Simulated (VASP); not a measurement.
# Te2Mo in VASP: a series of runs

The runs below take Te2Mo through single point, with PBE.

All numbers are computed with VASP 6.6.1; they aren't measurements. Logs are shortened: lines on timing, memory, paths and dates and some standing lists are left out, and cuts for length are marked.

## (1) The cell of the first run

The cell holds a slab with vacuum, 3 atoms: a = 3.537 Å, b = 3.537 Å, c = 17.935 Å, α = 90.00°, β = 90.00°, γ = 120.00°.

## (2) Single point, PBE (strained)

INCAR

```
ALGO = Normal
EDIFF = 1E-6
ENCUT = 520
GGA = PE
ISIF = 2
ISMEAR = 0
LASPH = True
LCHARG = False
LREAL = False
LWAVE = False
NBANDS = 20
NELM = 100
PREC = Accurate
SIGMA = 0.02
```

KPOINTS

```
k-points
0
Gamma
  9 9 2
```

POSCAR

```
Te2Mo
1.0
    3.5368776867      0.0000000000      0.0000000000
   -1.7684388434      3.0630259268      0.0000000000
    0.0000000000      0.0000000000     17.9348217353
Te Mo
2 1
Direct
    0.3333333300      0.6666666700      0.8908665158
    0.3333333300      0.6666666700      0.1091334842
    0.0000000000      0.0000000000      0.0000000000
```

Potentials or basis: VASP PAW PBE potentials, release 64 (Te, Mo_sv).

Started as:

```
cat potpaw_PBE.64/Te/POTCAR potpaw_PBE.64/Mo_sv/POTCAR > POTCAR
mpirun -np 1 vasp_std > vasp.out
```

OUTCAR:

```text
EDIFF = 1E-6
   ENCUT = 520
   GGA = PE
   ISIF = 2
   ISMEAR = 0
   LASPH = True
   LREAL = False
   NELM = 100
   PREC = Accurate

 ion  position               nearest neighbor table
   1  0.333  0.667  0.891-   3 2.83   3 2.83   3 2.83
   2  0.333  0.667  0.109-   3 2.83   3 2.83   3 2.83
   3  0.000  0.000  0.000-   1 2.83   2 2.83   1 2.83   2 2.83   1 2.83   2 2.83

  LATTYP: Found a hexagonal cell.
 ALAT       =     3.5368776867
 C/A-ratio  =     5.0708063224

  Lattice vectors:

 A1 = (   3.5368776867,   0.0000000000,   0.0000000000)
 A2 = (  -1.7684388434,   3.0630259268,   0.0000000000)
 A3 = (   0.0000000000,   0.0000000000,  17.9348217353)

Analysis of symmetry for initial positions (statically):
=====================================================================
 Subroutine PRICEL returns:
 Original cell was already a primitive cell.

 Routine SETGRP: Setting up the symmetry group for a
 hexagonal supercell.

 Subroutine GETGRP returns: Found 12 space group operations
 (whereof 12 operations were pure point group operations)
 out of a pool of 24 trial point group operations.

The static configuration has the point symmetry D_3h.

Analysis of symmetry for dynamics (positions and initial velocities):
=====================================================================
 Subroutine PRICEL returns:
 Original cell was already a primitive cell.

 Routine SETGRP: Setting up the symmetry group for a
 hexagonal supercell.

 Subroutine GETGRP returns: Found 12 space group operations
 (whereof 12 operations were pure point group operations)
 out of a pool of 24 trial point group operations.

The dynamic configuration has the point symmetry D_3h.

 Subroutine INISYM returns: Found 12 space group operations
 (whereof 12 operations are pure point group operations),
 and found     1 'primitive' translations

----------------------------------------------------------------------------------------

                                     Primitive cell

  volume of cell :     194.2978

  direct lattice vectors                    reciprocal lattice vectors
     3.536877687  0.000000000  0.000000000     0.282735251  0.163237273  0.000000000
    -1.768438843  3.063025927  0.000000000     0.000000000  0.326474546  0.000000000
     0.000000000  0.000000000 17.934821735     0.000000000  0.000000000  0.055757454

  length of vectors
     3.536877687  3.536877687 17.934821735     0.326474546  0.326474546  0.055757454

  position of ions in fractional coordinates (direct lattice)
     0.333333330  0.666666670  0.890866516
     0.333333330  0.666666670  0.109133484
     0.000000000  0.000000000  0.000000000

  ion indices of the primitive-cell ions
   primitive index   ion index
                 1           1
                 2           2
                 3           3

----------------------------------------------------------------------------------------

 KPOINTS: k-points

Automatic generation of k-mesh.
 Grid dimensions read from file:
 generate k-points for:    9    9    2

 Generating k-lattice:

  Cartesian coordinates                     Fractional coordinates (reciprocal lattice)
     0.031415028  0.018137475  0.000000000     0.111111111 -0.000000000  0.000000000
     0.000000000  0.036274950  0.000000000     0.000000000  0.111111111  0.000000000
     0.000000000  0.000000000  0.027878727     0.000000000  0.000000000  0.500000000

  Length of vectors
     0.036274950  0.036274950  0.027878727

  Shift w.r.t. Gamma in fractional coordinates (k-lattice)
     0.000000000  0.000000000  0.000000000

 Subroutine IBZKPT returns following result:
 ===========================================

 Found     24 irreducible k-points:

 Following reciprocal coordinates:
            Coordinates               Weight
  0.000000  0.000000  0.000000      1.000000
  0.111111 -0.000000  0.000000      6.000000
  0.222222 -0.000000  0.000000      6.000000
  0.333333 -0.000000  0.000000      6.000000
  0.444444 -0.000000  0.000000      6.000000
  0.111111  0.111111  0.000000      6.000000
[... 16 lines left out ...]
  0.333333  0.222222  0.500000     12.000000
  0.333333  0.333333  0.500000      2.000000
   k-points           NKPTS =     24   k-points in BZ     NKDIM =     24   number of bands    NBANDS=     20
   number of dos      NEDOS =    301   number of ions     NIONS =      3
   total plane-waves  NPLWV = 109760
   dimension x,y,z NGX =    28 NGY =   28 NGZ =  140
   dimension x,y,z NGXF=    56 NGYF=   56 NGZF=  280
   ions per type =               2   1
   NGX,Y,Z   is equivalent  to a cutoff of  13.16, 13.16, 12.98 a.u.
   NGXF,Y,Z  is equivalent  to a cutoff of  26.32, 26.32, 25.95 a.u.
 SYSTEM =  unknown system
   PREC   = accura    normal or accurate (medium, high low for compatibility)
   ISTART =      0    job   : 0-new  1-cont  2-samecut
   ICHARG =      2    charge: 1-file 2-atom 10-const
   ISPIN  =      1    spin polarized calculation?
   LNONCOLLINEAR =      F non collinear calculations
   LSORBIT =      F    spin-orbit coupling
   LASPH  =      T    aspherical Exc in radial PAW
   ENCUT  =  520.0 eV  38.22 Ry    6.18 a.u.   6.58  6.58 33.35*2*pi/ulx,y,z
   NELM   =    100;   NELMIN=  2; NELMDL= -5     # of ELM steps
   EDIFF  = 0.1E-05   stopping-criterion for ELM
   LREAL  =      F    real-space projection
   EDIFFG = 0.1E-04   stopping-criterion for IOM
   NSW    =      0    number of steps for IOM
   IBRION =     -1    ionic relax: 0-MD 1-quasi-New 2-CG
   NFREE  =      0    steps in history (QN), initial steepest desc. (CG)
   ISIF   =      2    stress and relaxation
   ISYM   =      2    0-nonsym 1-usesym 2-fastsym
   POTIM  = 0.5000    time-step for ionic-motion
   TEBEG  =    0.0;   TEEND  =   0.0 temperature during run
   PSTRESS=    0.0 pullay stress
   NELECT =      26.0000    total number of electrons
   NUPDOWN=      -1.0000    fix difference up-down
   EMIN   =  10.00;   EMAX   =-10.00  energy-range for DOS
   EFERMI =   0.00;   METHOD = LEGACY
   ISMEAR =     0;   SIGMA  =   0.02  broadening in eV -4-tet -1-fermi 0-gaus
   EFERMI_NEDOS =   21; number of points for ismear=-14 and -15
   IALGO  =     38    algorithm
   IMIX   =      4    mixing-type and parameters
     AMIX     =   0.40;   BMIX     =  1.00
     AMIX_MAG =   1.60;   BMIX_MAG =  1.00
  volume/ion in A,a.u.               =      64.77       437.06
  Fermi-wavevector in a.u.,A,eV,Ry     =   0.837356  1.582373  9.539925  0.701165
  Thomas-Fermi vector in A             =   1.951232
   LORBIT       =      0    0 simple, 1 ext, 2 COOP (PROOUT), +10 PAW based schemes
   GGA     = PE    functional components
   LHFCALC =     F    Hartree Fock is set to
   AEXX    =    0.0000 exact exchange contribution
   IVDW    =     0    specifies the selected vdW correction
   LEPSILON=     F    determine dielectric tensor
   LRPA    =     F    only Hartree local field effects (RPA)
 non-spin polarized calculation
 Gauss-broadening in eV      SIGMA  =   0.02
  energy-cutoff  :      520.00
  volume of cell :      194.30
 maximum number of plane-waves:      5298
 NGX is ok and might be reduce to    28
   NGX = 13   NGY = 13   NGZ = 67

 number of electron      25.9999997 magnetization

 Free energy of the ion-electron system (eV)
  ---------------------------------------------------
  ext. energy  EPLUGINS =         0.00000000
  ---------------------------------------------------
  free energy    TOTEN  =       -17.78843095 eV

  energy without entropy =      -17.78843095  energy(sigma->0) =      -17.78843095

 E-fermi :   0.4127     XC(G=0):  -4.7799

 val. band max:        0.2711522346   @ k =   0.3333   0.3333   0.0000
 cond. band min:       1.2296067067   @ k =   0.2222   0.1111   0.0000
 fundamental gap:      0.9584544720
 Fermi energy:         0.4126502743

 k-point     1 :       0.0000    0.0000    0.0000
  band No.  band energies     occupation
      1     -60.5803      2.00000
      2     -34.7219      2.00000
      3     -34.5613      2.00000
      4     -34.5613      2.00000
      5     -12.1341      2.00000
      6     -11.5054      2.00000
[... 12 lines left out ...]
     19       4.6022      0.00000
     20       5.4128      0.00000

 k-point     2 :       0.1111   -0.0000    0.0000
  band No.  band energies     occupation
      1     -60.5793      2.00000
      2     -34.7194      2.00000
      3     -34.5743      2.00000
      4     -34.5644      2.00000
      5     -11.9689      2.00000
      6     -11.3770      2.00000
[... 12 lines left out ...]
     19       4.8141      0.00000
     20       5.6610      0.00000

 k-point     3 :       0.2222   -0.0000    0.0000
  band No.  band energies     occupation
      1     -60.5769      2.00000
      2     -34.7131      2.00000
      3     -34.6069      2.00000
      4     -34.5723      2.00000
      5     -11.5002      2.00000
      6     -11.0144      2.00000
[... 12 lines left out ...]
     19       5.3994      0.00000
     20       6.1156      0.00000

 k-point     4 :       0.3333   -0.0000    0.0000
  band No.  band energies     occupation
      1     -60.5741      2.00000
      2     -34.7060      2.00000
      3     -34.6438      2.00000
      4     -34.5812      2.00000
      5     -10.8337      2.00000
      6     -10.5090      2.00000
[... 12 lines left out ...]
     19       5.7123      0.00000
     20       6.1296      0.00000

 k-point     5 :       0.4444   -0.0000    0.0000
  band No.  band energies     occupation
      1     -60.5723      2.00000
      2     -34.7013      2.00000
      3     -34.6677      2.00000
      4     -34.5871      2.00000
      5     -10.2550      2.00000
      6     -10.0894      2.00000
[... 12 lines left out ...]
     19       5.9832      0.00000
     20       6.1983      0.00000

 k-point     6 :       0.1111    0.1111    0.0000
  band No.  band energies     occupation
      1     -60.5776      2.00000
      2     -34.7151      2.00000
      3     -34.5959      2.00000
      4     -34.5711      2.00000
      5     -11.6514      2.00000
      6     -11.1308      2.00000
[... 12 lines left out ...]
     19       5.2186      0.00000
     20       6.0275      0.00000

 k-point     7 :       0.2222    0.1111    0.0000
  band No.  band energies     occupation
      1     -60.5750      2.00000
      2     -34.7083      2.00000
      3     -34.6280      2.00000
      4     -34.5821      2.00000
      5     -11.0772      2.00000
      6     -10.6905      2.00000
[... 12 lines left out ...]
     19       5.9417      0.00000
     20       6.4273      0.00000
[... 277 lines left out ...]
 k-point    20 :       0.3333    0.1111    0.5000
  band No.  band energies     occupation
      1     -60.5728      2.00000
      2     -34.7024      2.00000
      3     -34.6559      2.00000
      4     -34.5920      2.00000
      5     -10.4242      2.00000
      6     -10.2045      2.00000
[... 12 lines left out ...]
     19       6.2516      0.00000
     20       6.4876      0.00000

 k-point    21 :       0.4444    0.1111    0.5000
  band No.  band energies     occupation
      1     -60.5719      2.00000
      2     -34.7001      2.00000
      3     -34.6669      2.00000
      4     -34.5959      2.00000
      5     -10.0966      2.00000
      6      -9.9712      2.00000
[... 12 lines left out ...]
     19       6.5369      0.00000
     20       6.8692      0.00000

 k-point    22 :       0.2222    0.2222    0.5000
  band No.  band energies     occupation
      1     -60.5729      2.00000
      2     -34.7028      2.00000
      3     -34.6459      2.00000
      4     -34.5992      2.00000
      5     -10.4959      2.00000
      6     -10.2520      2.00000
[... 12 lines left out ...]
     19       6.2286      0.00000
     20       6.5314      0.00000

 k-point    23 :       0.3333    0.2222    0.5000
  band No.  band energies     occupation
      1     -60.5715      2.00000
      2     -34.6993      2.00000
      3     -34.6545      2.00000
      4     -34.6135      2.00000
      5     -10.0213      2.00000
      6      -9.9039      2.00000
[... 12 lines left out ...]
     19       6.2666      0.00000
     20       6.8684      0.00000

 k-point    24 :       0.3333    0.3333    0.5000
  band No.  band energies     occupation
      1     -60.5711      2.00000
      2     -34.6980      2.00000
      3     -34.6426      2.00000
      4     -34.6334      2.00000
      5      -9.8500      2.00000
      6      -9.7747      2.00000
[... 12 lines left out ...]
     19       5.2141      0.00000
     20       7.1447      0.00000

------------------------ aborting loop because EDIFF is reached ----------------------------------------

  FORCE on cell =-STRESS in cart. coord.  units (eV):
  Direction    XX          YY          ZZ          XY          YZ          ZX
  --------------------------------------------------------------------------------------
  -------------------------------------------------------------------------------------
  Total       -1.7059273     -1.7059273     -6.0715280      0.0000000      0.0000000     -0.0000000
  in kB      -14.0670593    -14.0670593    -50.0657595      0.0000000      0.0000000     -0.0000000
  external PRESSURE =     -26.0666260 kB  Pullay stress =       0.0000000 kB

 VOLUME and BASIS-vectors are now :
 -----------------------------------------------------------------------------
  energy-cutoff  :      520.00
  volume of cell :      194.30
      direct lattice vectors                 reciprocal lattice vectors
     3.536877687  0.000000000  0.000000000     0.282735251  0.163237273  0.000000000
    -1.768438843  3.063025927  0.000000000     0.000000000  0.326474546  0.000000000
     0.000000000  0.000000000 17.934821735     0.000000000  0.000000000  0.055757454

 POSITION                                       TOTAL-FORCE (eV/Angst)
 -----------------------------------------------------------------------------------
     -0.00000      2.04202     15.97753         0.000000     -0.000000      1.548370
     -0.00000      2.04202      1.95729         0.000000      0.000000     -1.548370
      0.00000      0.00000      0.00000        -0.000000      0.000000      0.000000
 -----------------------------------------------------------------------------------
    total drift:                                0.000010     -0.000006     -0.000000

  FREE ENERGIE OF THE ION-ELECTRON SYSTEM (eV)
  ---------------------------------------------------
  free  energy   TOTEN  =       -17.7884309490 eV

  energy  without entropy=      -17.7884309490  energy(sigma->0) =      -17.78843095
```

Wall time 77 s (1 thread of Intel Xeon 6975P-C (Granite Rapids), shared host); peak memory 0.35 GiB.

What came out:

```
Free energy            : -17.7884 eV
Largest force          : 1.548 eV/Å
Band gap on the k mesh : 0.96 eV (least direct gap 1.22 eV)
```

Forces in eV/Å, atoms in the order of the input:
```
Te   0.000  0.000  1.548
Te   0.000  0.000 -1.548
Mo   0.000  0.000  0.000
```

Levels at points of the mesh, in eV from the valence-band top:
```
           k point  band 9  band 10  band 11  band 12  band 13  band 14  band 15  band 16  band 17  band 18
(0.00, 0.00, 0.00)   -1.21    -1.21    -0.80    -0.57    -0.57     2.90     2.90     3.03     3.03     3.81
(0.00, 0.00, 0.50)   -1.21    -1.21    -0.80    -0.57    -0.57     2.90     2.90     3.03     3.03     3.90
```

Caveat: the cell differs from its parent crystal (strained); there is no dipole correction, which matters where the two faces differ; spin-orbit coupling is left out, which moves the levels of the heavy elements.

[end of part 1 of 2]
